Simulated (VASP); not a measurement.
# Al (I4/mmm) in VASP: notebook

Al is run at these levels: r2SCAN; tasks: single point.

All numbers are computed with VASP 6.6.1; they aren't measurements. Logs are shortened: lines on timing, memory, paths and dates and some standing lists are left out, and cuts for length are marked.

**1. The cell of the first run**

The structure is tetragonal, space group I4/mmm (No. 139). Conventional cell: a = 2.862 Å, b = 2.862 Å, c = 3.805 Å, α = 90.00°, β = 90.00°, γ = 90.00°. Within 4.1 Å of Al (site symmetry 4/mmm) lie 18 Al at 2.78 to 4.05 Å.

**2. Single point, r2SCAN (strain -0.0600 x Voigt [0, 0, 1, 0, 0, 0])**

POSCAR

```
Al
1.0
    0.0000000000      2.0239800000      1.9025412000
    2.0239800000      0.0000000000      1.9025412000
    2.0239800000      2.0239800000      0.0000000000
Al
1
Direct
    0.0000000000      0.0000000000      0.0000000000
```

INCAR.step1

```
ALGO = Normal
EDIFF = 1E-4
ENCUT = 520
GGA = PE
ISMEAR = 0
LASPH = True
LCHARG = False
LREAL = False
LWAVE = True
NBANDS = 8
NELM = 60
PREC = Accurate
SIGMA = 0.2
```

INCAR.step2

```
ALGO = Normal
EDIFF = 1E-6
ENCUT = 520
ISIF = 2
ISMEAR = 0
ISTART = 1
LASPH = True
LCHARG = False
LMIXTAU = True
LREAL = False
LWAVE = False
METAGGA = R2SCAN
NBANDS = 8
NELM = 60
PREC = Accurate
SIGMA = 0.2
```

KPOINTS

```
k-points
0
Gamma
  20 20 20
```

Potentials or basis: VASP PAW PBE potentials, release 64 (Al).

On the command line:

```console
$ cat potpaw_PBE.64/Al/POTCAR > POTCAR
$ cp INCAR.step1 INCAR
$ mpirun -np 1 vasp_std > vasp.out
$ cp INCAR.step2 INCAR
$ mpirun -np 1 vasp_std > vasp.out
```

OUTCAR:

```text
EDIFF = 1E-6
   ENCUT = 520
   ISIF = 2
   ISMEAR = 0
   ISTART = 1
   LASPH = True
   LREAL = False
   METAGGA = R2SCAN
   NELM = 60
   PREC = Accurate

 ion  position               nearest neighbor table
   1  0.000  0.000  0.000-

  LATTYP: Found a body centered tetragonal cell.
 ALAT       =     2.8623399660
 C/A-ratio  =     1.3293607486

  Lattice vectors:

 A1 = (   0.0000000000,  -2.0239800000,  -1.9025412000)
 A2 = (   0.0000000000,   2.0239800000,  -1.9025412000)
 A3 = (   2.0239800000,   0.0000000000,   1.9025412000)

Analysis of symmetry for initial positions (statically):
=====================================================================
 Subroutine PRICEL returns:
 Original cell was already a primitive cell.

 Routine SETGRP: Setting up the symmetry group for a
 body centered tetragonal supercell.

 Subroutine GETGRP returns: Found 16 space group operations
 (whereof 16 operations were pure point group operations)
 out of a pool of 16 trial point group operations.

The static configuration has the point symmetry D_4h.

Analysis of symmetry for dynamics (positions and initial velocities):
=====================================================================
 Subroutine PRICEL returns:
 Original cell was already a primitive cell.

 Routine SETGRP: Setting up the symmetry group for a
 body centered tetragonal supercell.

 Subroutine GETGRP returns: Found 16 space group operations
 (whereof 16 operations were pure point group operations)
 out of a pool of 16 trial point group operations.

The dynamic configuration has the point symmetry D_4h.

 Subroutine INISYM returns: Found 16 space group operations
 (whereof 16 operations are pure point group operations),
 and found     1 'primitive' translations

----------------------------------------------------------------------------------------

                                     Primitive cell

  volume of cell :      15.5875

  direct lattice vectors                    reciprocal lattice vectors
     0.000000000  2.023980000  1.902541200    -0.247038014  0.247038014  0.262806398
     2.023980000  0.000000000  1.902541200     0.247038014 -0.247038014  0.262806398
     2.023980000  2.023980000  0.000000000     0.247038014  0.247038014 -0.262806398

  length of vectors
     2.777797339  2.777797339  2.862339966     0.437175896  0.437175896  0.437175896

  position of ions in fractional coordinates (direct lattice)
     0.000000000  0.000000000  0.000000000

  ion indices of the primitive-cell ions
   primitive index   ion index
                 1           1

----------------------------------------------------------------------------------------

 KPOINTS: k-points

Automatic generation of k-mesh.
 Grid dimensions read from file:
 generate k-points for:   20   20   20

 Generating k-lattice:

  Cartesian coordinates                     Fractional coordinates (reciprocal lattice)
    -0.012351901  0.012351901  0.013140320     0.050000000  0.000000000  0.000000000
     0.012351901 -0.012351901  0.013140320     0.000000000  0.050000000  0.000000000
     0.012351901  0.012351901 -0.013140320    -0.000000000 -0.000000000  0.050000000

  Length of vectors
     0.021858795  0.021858795  0.021858795

  Shift w.r.t. Gamma in fractional coordinates (k-lattice)
     0.000000000  0.000000000  0.000000000

 Subroutine IBZKPT returns following result:
 ===========================================

 Found    641 irreducible k-points:

 Following reciprocal coordinates:
            Coordinates               Weight
  0.000000  0.000000  0.000000      1.000000
  0.050000  0.000000  0.000000      8.000000
  0.100000  0.000000  0.000000      8.000000
  0.150000  0.000000  0.000000      8.000000
  0.200000  0.000000  0.000000      8.000000
  0.250000  0.000000  0.000000      8.000000
[... 16 lines left out ...]
 -0.400000  0.050000  0.000000      8.000000
 -0.350000  0.050000  0.000000      8.000000
 [... further k-points ...]
   k-points           NKPTS =    641   k-points in BZ     NKDIM =    641   number of bands    NBANDS=      8
   number of dos      NEDOS =    301   number of ions     NIONS =      1
   total plane-waves  NPLWV =  13824
   dimension x,y,z NGX =    24 NGY =   24 NGZ =   24
   dimension x,y,z NGXF=    48 NGYF=   48 NGZF=   48
   ions per type =               1
   NGX,Y,Z   is equivalent  to a cutoff of  14.36, 14.36, 13.94 a.u.
   NGXF,Y,Z  is equivalent  to a cutoff of  28.73, 28.73, 27.88 a.u.
 SYSTEM =  unknown system
   PREC   = accura    normal or accurate (medium, high low for compatibility)
   ISTART =      1    job   : 0-new  1-cont  2-samecut
   ICHARG =      0    charge: 1-file 2-atom 10-const
   ISPIN  =      1    spin polarized calculation?
   LNONCOLLINEAR =      F non collinear calculations
   LSORBIT =      F    spin-orbit coupling
   LASPH  =      T    aspherical Exc in radial PAW
   ENCUT  =  520.0 eV  38.22 Ry    6.18 a.u.   5.16  5.16  5.32*2*pi/ulx,y,z
   NELM   =     60;   NELMIN=  2; NELMDL=  0     # of ELM steps
   EDIFF  = 0.1E-05   stopping-criterion for ELM
   LREAL  =      F    real-space projection
   EDIFFG = 0.1E-04   stopping-criterion for IOM
   NSW    =      0    number of steps for IOM
   IBRION =     -1    ionic relax: 0-MD 1-quasi-New 2-CG
   NFREE  =      0    steps in history (QN), initial steepest desc. (CG)
   ISIF   =      2    stress and relaxation
   ISYM   =      2    0-nonsym 1-usesym 2-fastsym
   POTIM  = 0.5000    time-step for ionic-motion
   TEBEG  =    0.0;   TEEND  =   0.0 temperature during run
   PSTRESS=    0.0 pullay stress
   NELECT =       3.0000    total number of electrons
   NUPDOWN=      -1.0000    fix difference up-down
   EMIN   =  10.00;   EMAX   =-10.00  energy-range for DOS
   EFERMI =   0.00;   METHOD = LEGACY
   ISMEAR =     0;   SIGMA  =   0.20  broadening in eV -4-tet -1-fermi 0-gaus
   EFERMI_NEDOS =   21; number of points for ismear=-14 and -15
   IALGO  =     38    algorithm
   IMIX   =      4    mixing-type and parameters
     AMIX     =   0.40;   BMIX     =  1.00
     AMIX_MAG =   1.60;   BMIX_MAG =  1.00
  volume/ion in A,a.u.               =      15.59       105.19
  Fermi-wavevector in a.u.,A,eV,Ry     =   0.945199  1.786166 12.155451  0.893400
  Thomas-Fermi vector in A             =   2.073077
   LORBIT       =      0    0 simple, 1 ext, 2 COOP (PROOUT), +10 PAW based schemes
   METAGGA = R2SCAN    functional components
   LHFCALC =     F    Hartree Fock is set to
   AEXX    =    0.0000 exact exchange contribution
   IVDW    =     0    specifies the selected vdW correction
   LEPSILON=     F    determine dielectric tensor
   LRPA    =     F    only Hartree local field effects (RPA)
 non-spin polarized calculation
 Gauss-broadening in eV      SIGMA  =   0.20
  energy-cutoff  :      520.00
  volume of cell :       15.59
 maximum number of plane-waves:       439
 NGX is ok and might be reduce to    24
   NGX = 11   NGY = 11   NGZ = 11

 number of electron       3.0000000 magnetization

 Free energy of the ion-electron system (eV)
  ---------------------------------------------------
  ext. energy  EPLUGINS =         0.00000000
  ---------------------------------------------------
  free energy    TOTEN  =        -6.73134223 eV

  energy without entropy =       -6.72433049  energy(sigma->0) =       -6.72783636

 E-fermi :   8.6162     XC(G=0): -11.1207

 val. band max:        8.5920018387   @ k =  -0.3000   0.4000   0.3000
 cond. band min:       8.6218946725   @ k =   0.4000   0.1000   0.0500
 fundamental gap:      0.0298928337
 Fermi energy:         8.6161506237

 k-point     1 :       0.0000    0.0000    0.0000
  band No.  band energies     occupation
      1      -3.6269      2.00000
      2      22.0907      0.00000
      3      22.0907      0.00000
      4      22.8007      0.00000
      5      24.5227      0.00000
      6      24.7578      0.00000
      7      24.7578      0.00000
      8      26.4716      0.00000

 k-point     2 :       0.0500    0.0000    0.0000
  band No.  band energies     occupation
      1      -3.5518      2.00000
      2      20.9680      0.00000
      3      21.8720      0.00000
      4      22.4190      0.00000
      5      24.8439      0.00000
      6      25.0907      0.00000
      7      25.1428      0.00000
      8      27.3299      0.00000

 k-point     3 :       0.1000    0.0000    0.0000
  band No.  band energies     occupation
      1      -3.3268      2.00000
      2      18.8656      0.00000
      3      21.4164      0.00000
      4      21.9990      0.00000
      5      25.0761      0.00000
      6      25.6443      0.00000
      7      25.8377      0.00000
      8      27.2354      0.00000

 k-point     4 :       0.1500    0.0000    0.0000
  band No.  band energies     occupation
      1      -2.9527      2.00000
      2      16.6642      0.00000
      3      20.9450      0.00000
      4      21.6181      0.00000
      5      24.9069      0.00000
      6      25.8190      0.00000
      7      26.5177      0.00000
      8      27.2443      0.00000

 k-point     5 :       0.2000    0.0000    0.0000
  band No.  band energies     occupation
      1      -2.4306      2.00000
      2      14.5049      0.00000
      3      20.5418      0.00000
      4      21.3183      0.00000
      5      24.7050      0.00000
      6      24.8222      0.00000
      7      26.4905      0.00000
      8      27.9202      0.00000

 k-point     6 :       0.2500    0.0000    0.0000
  band No.  band energies     occupation
      1      -1.7622      2.00000
      2      12.4287      0.00000
      3      20.2364      0.00000
      4      21.1176      0.00000
      5      23.8322      0.00000
      6      24.5299      0.00000
      7      25.5617      0.00000
      8      29.0968      0.00000

 k-point     7 :       0.3000    0.0000    0.0000
  band No.  band energies     occupation
      1      -0.9499      2.00000
      2      10.4539      0.00000
      3      20.0404      0.00000
      4      21.0234      0.00000
      5      22.9376      0.00000
      6      24.2571      0.00000
      7      24.8598      0.00000
      8      28.9691      0.00000

 k-point     8 :       0.3500    0.0000    0.0000
  band No.  band energies     occupation
      1       0.0035      2.00000
      2       8.5916      1.13803
      3      19.9582      0.00000
      4      21.0392      0.00000
      5      22.1595      0.00000
      6      23.6019      0.00000
      7      24.7571      0.00000
      8      28.0288      0.00000

 k-point     9 :       0.4000   -0.0000    0.0000
  band No.  band energies     occupation
      1       1.0938      2.00000
      2       6.8500      2.00000
      3      19.9886      0.00000
      4      21.1655      0.00000
      5      21.5099      0.00000
      6      22.9165      0.00000
      7      24.9256      0.00000
      8      27.1882      0.00000

 k-point    10 :       0.4500    0.0000    0.0000
  band No.  band energies     occupation
      1       2.3097      2.00000
      2       5.2427      2.00000
      3      20.1155      0.00000
      4      21.0100      0.00000
      5      21.3940      0.00000
      6      22.3399      0.00000
      7      25.2301      0.00000
      8      26.4828      0.00000
[... 78 lines left out ...]
 k-point    18 :       0.3500    0.0500    0.0000
  band No.  band energies     occupation
      1      -0.2073      2.00000
      2       9.1586      0.00013
      3      18.8550      0.00000
      4      20.7064      0.00000
      5      23.3151      0.00000
      6      23.5943      0.00000
      7      26.1728      0.00000
      8      27.7225      0.00000

 k-point    19 :       0.4000    0.0500    0.0000
  band No.  band energies     occupation
      1       0.8450      2.00000
      2       7.3841      2.00000
      3      18.8617      0.00000
      4      20.7232      0.00000
      5      22.4816      0.00000
      6      22.9033      0.00000
      7      26.4026      0.00000
      8      27.0296      0.00000

 k-point    20 :       0.4500    0.0500    0.0000
  band No.  band energies     occupation
      1       2.0276      2.00000
      2       5.7382      2.00000
      3      18.9924      0.00000
      4      20.8151      0.00000
      5      21.8140      0.00000
      6      22.3318      0.00000
      7      26.2867      0.00000
      8      26.8606      0.00000

 k-point    21 :       0.5000    0.0500    0.0000
  band No.  band energies     occupation
      1       3.2728      2.00000
      2       4.2899      2.00000
      3      19.2479      0.00000
      4      20.7782      0.00000
      5      21.5207      0.00000
      6      21.8827      0.00000
      7      25.7648      0.00000
      8      27.3323      0.00000

 k-point    22 :      -0.4500    0.0500    0.0000
  band No.  band energies     occupation
      1       2.7286      2.00000
      2       4.8918      2.00000
      3      19.6279      0.00000
      4      20.4405      0.00000
      5      21.5576      0.00000
      6      21.7741      0.00000
      7      25.3483      0.00000
      8      27.9479      0.00000

 k-point    23 :      -0.4000    0.0500    0.0000
  band No.  band energies     occupation
      1       1.4861      2.00000
      2       6.4525      2.00000
      3      20.1047      0.00000
      4      20.1299      0.00000
      5      21.3589      0.00000
      6      22.2692      0.00000
      7      25.0643      0.00000
      8      28.6817      0.00000

 k-point    24 :      -0.3500    0.0500    0.0000
  band No.  band energies     occupation
      1       0.3598      2.00000
      2       8.1564      1.99885
      3      19.8666      0.00000
      4      20.7343      0.00000
      5      21.3043      0.00000
      6      22.9032      0.00000
      7      24.9201      0.00000
      8      29.5163      0.00000

 [... further k-points ...]
[... 5 lines left out ...]
  --------------------------------------------------------------------------------------
  -------------------------------------------------------------------------------------
  Total        0.0337343      0.0337343      0.5247186      0.0000000      0.0000000      0.0000000
  in kB        3.4674194      3.4674194     53.9337425      0.0000000      0.0000000      0.0000000
  external PRESSURE =      20.2895271 kB  Pullay stress =       0.0000000 kB

 VOLUME and BASIS-vectors are now :
 -----------------------------------------------------------------------------
  energy-cutoff  :      520.00
  volume of cell :       15.59
      direct lattice vectors                 reciprocal lattice vectors
     0.000000000  2.023980000  1.902541200    -0.247038014  0.247038014  0.262806398
     2.023980000  0.000000000  1.902541200     0.247038014 -0.247038014  0.262806398
     2.023980000  2.023980000  0.000000000     0.247038014  0.247038014 -0.262806398

 POSITION                                       TOTAL-FORCE (eV/Angst)
 -----------------------------------------------------------------------------------
      0.00000      0.00000      0.00000         0.000000      0.000000     -0.000000
 -----------------------------------------------------------------------------------
    total drift:                                0.000000      0.000000     -0.000000

  FREE ENERGIE OF THE ION-ELECTRON SYSTEM (eV)
  ---------------------------------------------------
  free  energy   TOTEN  =        -6.7313422267 eV

  energy  without entropy=       -6.7243304852  energy(sigma->0) =       -6.72783636
```

Wall time 79 s (1 thread of Intel Xeon 6975P-C (Granite Rapids), shared host); peak memory 0.18 GiB.

What came out:

```yaml
Free_energy: -6.7313 eV
Pressure: 2.0 GPa
Band_gap_on_the_k_mesh: zero (an odd number of electrons rules out a gap without spin polarisation)
```

Stress tensor (GPa, compression positive):
```
0.35 0.00 0.00
0.00 0.35 0.00
0.00 0.00 5.39
```

Caveat: the cell differs from its parent crystal (strain -0.0600 x Voigt [0, 0, 1, 0, 0, 0]); the PAW data sets were made with another functional, which shifts forces and pressure a little.

(Continued in part 2 of 2.)
